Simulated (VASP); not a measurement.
# CaB15N16 (a cell with a defect) in VASP: notebook

The runs below take CaB15N16 (a cell with a defect) through electric field gradients, with HSE06.

Everything below comes from runs of VASP 6.6.1. Logs are shortened: lines on timing, memory, paths and dates and some standing lists are left out, and cuts for length are marked.

## Step 1: The cell of the first run

The cell holds a defect, 32 atoms: a = 6.277 Å, b = 6.277 Å, c = 6.277 Å, α = 109.47°, β = 109.47°, γ = 109.47°.

## Step 2: Electric field gradients, HSE06, collinear spin

POSCAR reads:

```
CaB15N16
1.0
   -3.6241103844      3.6241103844     -3.6241103844
    3.6241103844      3.6241103844      3.6241103844
    3.6241103844     -3.6241103844     -3.6241103844
B Ca N
15 1 16
Direct
   -0.0102960518     -0.0074609297     -0.0111428991
    0.0008151515      0.2545018728      0.7636046656
    0.0074785685      0.5109555873      0.5016168764
   -0.0108451557      0.7366519646      0.2390861860
    0.2516739063     -0.0008229596      0.7641540503
    0.2516760622      0.5109571760      0.2574419472
    0.2516158035      0.7522437971      0.0039403285
    0.5141373830     -0.0007119151      0.5016056928
    0.5135977810      0.2545208164      0.2509098762
    0.5024699464      0.5053114173      0.0143977573
    0.4958478815      0.7551243561      0.7457886808
    0.7388540772     -0.0074740006      0.2396283576
    0.7492660027      0.2499216798     -0.0007267641
    0.7642963121      0.5052174802      0.7523031125
    0.7540138147      0.7523241911      0.5016205902
    0.2512867184      0.2187507285      0.5016924366
   -0.0719937696     -0.0682741762      0.1779518971
   -0.0032779739      0.2515332036      0.0086972252
    0.0135821371      0.5064184991      0.7565093704
   -0.0005297297      0.7577118072      0.5016291601
    0.2516417642     -0.0013065245      0.0106294545
    0.2516621861      0.2553864889      0.8253563537
    0.2516767014      0.5424719895      0.5016220987
    0.2516301388      0.7576880077      0.2493841397
    0.5038363639      0.0099026916      0.7538353707
    0.5749155462      0.2554055415      0.5015975896
    0.5065845153      0.5064799042      0.2635923489
    0.4896605628      0.7444642140     -0.0054534343
    0.7606440435     -0.0012434320      0.5016206312
    0.7586937098      0.2515289920      0.2467271980
    0.7426291358      0.4896958322     -0.0073975940
    0.7446073432      0.7445108216      0.7396566764
```

INCAR.step1 reads:

```
PREC = Accurate
ENCUT = 520
ISMEAR = -1
SIGMA = 0.01
LREAL = Auto
LASPH = T
NELM = 150
ALGO = Normal
ISIF = 2
LWAVE = T
LCHARG = F
ISPIN = 2
MAGMOM = -0.01 -0.01 0 -0.01 -0.01 0 0.01 -0.01 -0.01 -0.01 0 -0.01 0.01 -0.01 0.01 0.1 0.31 0.06 0.05 0.01 0.04 0.31 0.01 0.01 0.01 0.31 0.06 0.06 0.04 0.05 0.04 0.06
LORBIT = 11
NUPDOWN = 2.0
GGA = PE
EDIFF = 1E-5
NELECT = 134.0
NBANDS = 94
```

INCAR.step2 reads:

```
PREC = Accurate
ENCUT = 520
EDIFF = 1E-8
ISMEAR = -1
SIGMA = 0.01
LREAL = Auto
LASPH = T
NELM = 150
ALGO = Normal
ISIF = 2
LWAVE = F
LCHARG = F
ISPIN = 2
MAGMOM = -0.01 -0.01 0 -0.01 -0.01 0 0.01 -0.01 -0.01 -0.01 0 -0.01 0.01 -0.01 0.01 0.1 0.31 0.06 0.05 0.01 0.04 0.31 0.01 0.01 0.01 0.31 0.06 0.06 0.04 0.05 0.04 0.06
LORBIT = 11
NUPDOWN = 2.0
GGA = PE
LHFCALC = T
HFSCREEN = 0.2079
PRECFOCK = Fast
LEFG = T
ISTART = 1
NELECT = 134.0
NBANDS = 94
```

KPOINTS reads:

```
Automatic mesh
0
Gamma
  1 1 1
  0.25 0.25 0.25
```

Potentials or basis: VASP PAW PBE potentials, release 64 (B, Ca_sv, N).

Started as:

```bash
$ cat potpaw_PBE.64/B/POTCAR potpaw_PBE.64/Ca_sv/POTCAR potpaw_PBE.64/N/POTCAR > POTCAR
$ cp INCAR.step1 INCAR
$ mpirun -np 1 vasp_std > vasp.out
$ cp INCAR.step2 INCAR
$ mpirun -np 1 vasp_std > vasp.out
```

OUTCAR:

```text
PREC = Accurate
   ENCUT = 520
   EDIFF = 1E-8
   ISMEAR = -1
   LREAL = Auto
   LASPH = T
   NELM = 150
   ISIF = 2
   ISPIN = 2
   LORBIT = 11
   NUPDOWN = 2.0
   GGA = PE
   LHFCALC = T
   HFSCREEN = 0.2079
   PRECFOCK = Fast
   ISTART = 1
   NELECT = 134.0

 ion  position               nearest neighbor table
   1  0.990  0.993  0.989-  17 1.49  32 1.55  18 1.57  21 1.59  16 2.64
   2  0.001  0.255  0.764-  22 1.49  18 1.55  19 1.57  29 1.59  16 2.63
   3  0.007  0.511  0.502-  23 1.48  20 1.57  30 1.60  19 1.60
   4  0.989  0.737  0.239-  17 1.52  31 1.55  24 1.59  20 1.59  16 2.48
   5  0.252  0.999  0.764-  22 1.52  21 1.55  25 1.59  20 1.59  16 2.48
   6  0.252  0.511  0.257-  23 1.48  24 1.57  27 1.60  18 1.60
   7  0.252  0.752  0.004-  24 1.53  19 1.53  28 1.53  21 1.53
   8  0.514  0.999  0.502-  26 1.52  29 1.55  24 1.59  25 1.59  16 2.48
   9  0.514  0.255  0.251-  26 1.49  30 1.55  27 1.57  21 1.59  16 2.64
  10  0.502  0.505  0.014-  22 1.49  27 1.55  28 1.57  31 1.59  16 2.64
  11  0.496  0.755  0.746-  23 1.48  25 1.57  32 1.60  28 1.60
  12  0.739  0.993  0.240-  17 1.49  28 1.55  30 1.57  29 1.59  16 2.63
  13  0.749  0.250  0.999-  25 1.53  30 1.53  18 1.53  31 1.53
  14  0.764  0.505  0.752-  26 1.49  19 1.55  32 1.57  31 1.59  16 2.64
  15  0.754  0.752  0.502-  20 1.53  27 1.53  32 1.53  29 1.53
  16  0.251  0.219  0.502-  22 1.97  17 1.97  26 1.97  23 2.03   5 2.48   4 2.48   8 2.48   2 2.63
                            12 2.63  10 2.64   1 2.64  14 2.64   9 2.64
  17  0.928  0.932  0.178-   1 1.49  12 1.49   4 1.52  16 1.97
  18  0.997  0.252  0.009-  13 1.53   2 1.55   1 1.57   6 1.60
  19  0.014  0.506  0.757-   7 1.53  14 1.55   2 1.57   3 1.60
  20  0.999  0.758  0.502-  15 1.53   3 1.57   5 1.59   4 1.59
  21  0.252  0.999  0.011-   7 1.53   5 1.55   1 1.59   9 1.59
  22  0.252  0.255  0.825-  10 1.49   2 1.49   5 1.52  16 1.97
[... 8 lines left out ...]
  31  0.743  0.490  0.993-  13 1.53   4 1.55  10 1.59  14 1.59
  32  0.745  0.745  0.740-  15 1.53   1 1.55  14 1.57  11 1.60

  LATTYP: Found a body centered cubic cell.
 ALAT       =     7.2482207688

  Lattice vectors:

 A1 = (  -3.6241103844,   3.6241103844,  -3.6241103844)
 A2 = (   3.6241103844,   3.6241103844,   3.6241103844)
 A3 = (   3.6241103844,  -3.6241103844,  -3.6241103844)

Analysis of symmetry for initial positions (statically):
=====================================================================
 Subroutine PRICEL returns:
 Original cell was already a primitive cell.

 Routine SETGRP: Setting up the symmetry group for a
 body centered cubic supercell.

 Subroutine GETGRP returns: Found  1 space group operations
 (whereof  1 operations were pure point group operations)
 out of a pool of 48 trial point group operations.

The static configuration has the point symmetry C_1 .

Analysis of symmetry for dynamics (positions and initial velocities):
=====================================================================
 Subroutine PRICEL returns:
 Original cell was already a primitive cell.

 Routine SETGRP: Setting up the symmetry group for a
 body centered cubic supercell.

 Subroutine GETGRP returns: Found  1 space group operations
 (whereof  1 operations were pure point group operations)
 out of a pool of 48 trial point group operations.

The dynamic configuration has the point symmetry C_1 .

Analysis of structural, dynamic, and magnetic symmetry:
=====================================================================
 Subroutine PRICEL returns:
 Original cell was already a primitive cell.

 Routine SETGRP: Setting up the symmetry group for a
 body centered cubic supercell.

 Subroutine GETGRP returns: Found  1 space group operations
 (whereof  1 operations were pure point group operations)
 out of a pool of 48 trial point group operations.

The overall configuration has the point symmetry C_1 .

 Subroutine INISYM returns: Found  1 space group operations
 (whereof  1 operations are pure point group operations),
 and found     1 'primitive' translations

----------------------------------------------------------------------------------------
[... 181 lines left out ...]
  free energy    TOTEN  =      -315.82770937 eV

  energy without entropy =     -315.82770937  energy(sigma->0) =     -315.82770937

 E-fermi :   7.4889     XC(G=0): -10.5420

 val. band max:        7.2265079402   @ k =   0.2500   0.2500   0.2500
 cond. band min:       8.5361335984   @ k =   0.2500   0.2500   0.2500
 fundamental gap:      1.3096256582
 Fermi energy:         7.0681406736

 spin component 1

 k-point     1 :       0.2500    0.2500    0.2500
  band No.  band energies     occupation
      1     -33.8192      1.00000
      2     -15.4499      1.00000
      3     -15.4388      1.00000
      4     -14.6968      1.00000
      5     -13.4713      1.00000
      6     -13.4706      1.00000
[... 71 lines left out ...]
     78      15.8103      0.00000
     79      16.0026      0.00000
 Fermi energy:         7.4889169976

 spin component 2

 k-point     1 :       0.2500    0.2500    0.2500
  band No.  band energies     occupation
      1     -33.6294      1.00000
      2     -15.0456      1.00000
      3     -15.0388      1.00000
      4     -14.5908      1.00000
      5     -13.2878      1.00000
      6     -13.2860      1.00000
[... 71 lines left out ...]
     78      15.9175      0.00000
     79      16.0749      0.00000
 [bands above 79 left out]

------------------------ aborting loop because EDIFF is reached ----------------------------------------

  FORCE on cell =-STRESS in cart. coord.  units (eV):
  Direction    XX          YY          ZZ          XY          YZ          ZX
  --------------------------------------------------------------------------------------
  -------------------------------------------------------------------------------------
  Total       14.3141858     14.3048853     14.3113699     -2.8132651     -2.7395101     -2.8319411
  in kB      120.4517155    120.3734530    120.4280204    -23.6732016    -23.0525645    -23.8303570
  external PRESSURE =     120.4177297 kB  Pullay stress =       0.0000000 kB

 VOLUME and BASIS-vectors are now :
 -----------------------------------------------------------------------------
  energy-cutoff  :      520.00
  volume of cell :      190.40
      direct lattice vectors                 reciprocal lattice vectors
    -3.624110384  3.624110384 -3.624110384     0.000000000  0.137964893 -0.137964893
     3.624110384  3.624110384  3.624110384     0.137964893  0.137964893  0.000000000
     3.624110384 -3.624110384 -3.624110384     0.137964893  0.000000000 -0.137964893

 POSITION                                       TOTAL-FORCE (eV/Angst)
 -----------------------------------------------------------------------------------
      3.59400      3.60014     -3.57345        -0.117449      0.023878      0.126618
      3.68678     -1.84209     -1.84800         0.127579     -0.115640      0.028515
      3.64257      0.06095      0.00674         0.004788      0.052681      0.004582
     -0.04862      5.38804     -1.78157        -0.154022     -0.155643     -0.033545
      5.47841      1.76384     -0.06034        -0.034575     -0.159028     -0.158670
      1.87266      1.83087      0.00667         0.059265      0.002825      0.003332
[... 24 lines left out ...]
      2.68064      0.86878     -4.51396         0.051534      0.051546     -0.002589
      2.68025      2.71613     -2.68095         0.063015      0.044981     -0.078261
 -----------------------------------------------------------------------------------
    total drift:                               -0.006031     -0.006046     -0.005714

  FREE ENERGIE OF THE ION-ELECTRON SYSTEM (eV)
  ---------------------------------------------------
  free  energy   TOTEN  =      -315.8277093723 eV

  energy  without entropy=     -315.8277093723  energy(sigma->0) =     -315.82770937

 Electric field gradients (V/A^2)
---------------------------------------------------------------------
 ion       V_xx      V_yy      V_zz      V_xy      V_xz      V_yz
---------------------------------------------------------------------
   1       1.293    -3.087     1.794    -0.800     1.115    -0.807
   2       1.797     1.296    -3.092     1.097    -0.801    -0.825
   3       1.529    -3.059     1.530     3.818    -4.797     3.821
   4       1.424     1.421    -2.844    -0.587     1.253     1.283
   5      -2.844     1.421     1.423     1.287     1.262    -0.585
   6      -3.052     1.528     1.524     3.831     3.811    -4.800
[... 24 lines left out ...]
  31      -0.197    -0.186     0.383    -8.579    -6.457    -6.525
  32      -0.171    -0.767     0.937     6.701     3.297    -3.684
---------------------------------------------------------------------

 Electric field gradients after diagonalization (V/A^2)
 (convention: |V_zz| > |V_xx| > |V_yy|)
----------------------------------------------------------------------
 ion       V_xx      V_yy      V_zz     asymmetry (V_yy - V_xx)/ V_zz
----------------------------------------------------------------------
   1       2.900     0.404    -3.304       0.755
   2       2.890     0.426    -3.316       0.743
   3       6.327     2.239    -8.566       0.477
   4       2.009     1.564    -3.574       0.125
   5       2.007     1.572    -3.579       0.122
   6       6.326     2.241    -8.567       0.477
[... 24 lines left out ...]
  31       8.389     6.062   -14.451       0.161
  32       6.246     3.267    -9.513       0.313
----------------------------------------------------------------------

           NMR quadrupolar parameters

 Cq : quadrupolar parameter    Cq=e*Q*V_zz/h
 eta: asymmetry parameters     (V_yy - V_xx)/ V_zz
 Q  : nuclear electric quadrupole moment in mb (millibarn)
----------------------------------------------------------------------
 ion       Cq(MHz)       eta       Q (mb)
----------------------------------------------------------------------
   1      -0.008       0.755       1.000
   2      -0.008       0.743       1.000
   3      -0.021       0.477       1.000
   4      -0.009       0.125       1.000
   5      -0.009       0.122       1.000
   6      -0.021       0.477       1.000
[... 24 lines left out ...]
  31      -0.035       0.161       1.000
  32      -0.023       0.313       1.000
----------------------------------------------------------------------

 total charge

# of ion       s       p       d       tot
------------------------------------------
    1        0.682   1.385   0.000   2.067
    2        0.682   1.384   0.000   2.066
    3        0.675   1.358   0.000   2.033
    4        0.677   1.362   0.000   2.040
    5        0.677   1.363   0.000   2.040
    6        0.675   1.358   0.000   2.033
[... 24 lines left out ...]
   31        1.220   2.756   0.000   3.976
   32        1.222   2.754   0.000   3.977
--------------------------------------------------
tot         32.033  70.977   0.704 103.714

 magnetization (x)

# of ion       s       p       d       tot
------------------------------------------
    1       -0.003  -0.011   0.000  -0.014
    2       -0.003  -0.011   0.000  -0.014
    3        0.000  -0.002   0.000  -0.002
    4       -0.004  -0.011   0.000  -0.014
    5       -0.004  -0.011   0.000  -0.014
    6        0.000  -0.002   0.000  -0.002
[... 24 lines left out ...]
   31        0.003   0.043   0.000   0.046
   32        0.004   0.056   0.000   0.059
--------------------------------------------------
tot          0.053   1.496   0.132   1.681
```

Wall time 15 min (1 thread of Intel Xeon Platinum 8259CL at 2.50GHz (Skylake/Cascade Lake), shared host); peak memory 0.56 GiB.

Results:

```yaml
Free_energy: -315.8277 eV
Largest_force: 0.227 eV/Å
Net_moment: 2.00 μB per cell
Site_moments: B -0.01, -0.00, +0.01 (each value once); Ca +0.18; N +0.36, +0.06, +0.01, +0.05, +0.35 (each value once) μB
Largest_electric_field_gradient_by_atom: B -3.3, -8.6, -3.6, -3.7, -3.5 (each value once); Ca -28.7; N +10.2, -9.5, -9.6, -17.9, -14.4, +10.3, -65.0, +9.2, -14.5 (each value once) V/Å²
Valence_electrons_inside_the_program's_atomic_spheres: B 2.07, 2.03, 2.04, 2.13 (each value once); Ca 8.79; N 4.03, 3.98, 4.11 (each value once)
```

Forces in eV/Å, atoms in the order of the input:
```
B   -0.117  0.024  0.127
B    0.128 -0.116  0.029
B    0.005  0.053  0.005
B   -0.154 -0.156 -0.034
B   -0.035 -0.159 -0.159
B    0.059  0.003  0.003
B   -0.046  0.002  0.004
B   -0.153 -0.033 -0.154
B   -0.114  0.123  0.025
B    0.127  0.025 -0.118
B    0.005  0.004  0.058
B    0.029 -0.118  0.126
B    0.004  0.002 -0.053
B    0.025  0.123 -0.116
B    0.003 -0.050  0.002
Ca  -0.024 -0.005 -0.020
N   -0.031 -0.035  0.031
N   -0.080  0.067  0.043
N    0.045 -0.076  0.062
N    0.023  0.050  0.026
N   -0.003  0.054  0.053
N    0.031 -0.033 -0.028
N    0.051  0.056  0.054
N    0.051  0.018  0.018
N    0.019  0.023  0.051
N   -0.033  0.030 -0.036
N   -0.078  0.043  0.065
N    0.041  0.066 -0.079
N    0.046 -0.006  0.047
N    0.061 -0.075  0.048
N    0.052  0.052 -0.003
N    0.063  0.045 -0.078
```

Electric field gradients, principal values (V/Å²):
| atom | least | middle | greatest (by size) |
| --- | --- | --- | --- |
| 1 B | 0.404 | 2.900 | -3.304 |
| 2 B | 0.426 | 2.890 | -3.316 |
| 3 B | 2.239 | 6.327 | -8.566 |
| 4 B | 1.564 | 2.009 | -3.574 |
| 5 B | 1.572 | 2.007 | -3.579 |
| 6 B | 2.241 | 6.326 | -8.567 |
| 7 B | 1.079 | 2.628 | -3.707 |
| 8 B | 1.461 | 2.075 | -3.537 |
| 9 B | 0.369 | 2.961 | -3.331 |
| 10 B | 0.407 | 2.898 | -3.305 |
| 11 B | 2.247 | 6.326 | -8.573 |
| 12 B | 0.419 | 2.901 | -3.320 |
| 13 B | 1.069 | 2.639 | -3.708 |
| 14 B | 0.368 | 2.965 | -3.334 |
| 15 B | 1.066 | 2.626 | -3.692 |
| 16 Ca | 14.193 | 14.553 | -28.746 |
| 17 N | -3.601 | -6.574 | 10.175 |
| 18 N | 3.237 | 6.266 | -9.503 |
| 19 N | 3.286 | 6.265 | -9.550 |
| 20 N | 2.641 | 15.256 | -17.897 |
| 21 N | 6.053 | 8.382 | -14.435 |
| 22 N | -3.655 | -6.618 | 10.273 |
| 23 N | 32.448 | 32.531 | -64.979 |
| 24 N | 2.640 | 15.242 | -17.881 |
| 25 N | 2.640 | 15.249 | -17.888 |
| 26 N | -3.072 | -6.093 | 9.165 |
| 27 N | 3.268 | 6.243 | -9.510 |
| 28 N | 3.241 | 6.273 | -9.515 |
| 29 N | 6.057 | 8.462 | -14.519 |
| 30 N | 3.282 | 6.261 | -9.542 |
| 31 N | 6.062 | 8.389 | -14.451 |
| 32 N | 3.267 | 6.246 | -9.513 |

Caveat: the k points lie up to 1.23 Å⁻¹ apart, too coarse for converged energies, forces and pressures; the cell carries a net charge on a neutralising background, which shifts energy and pressure; the cell is charged against a uniform background, so pressure and absolute levels hang on convention; without QUAD_EFG the Cq values of the log hold for a quadrupole moment of 1 mb, not for the nuclei; the PAW data sets were made with another functional, which shifts forces and pressure a little; the total moment is fixed, so each spin has its own Fermi level and the state may be an excited one.

(Part 1 of 2 ends here.)
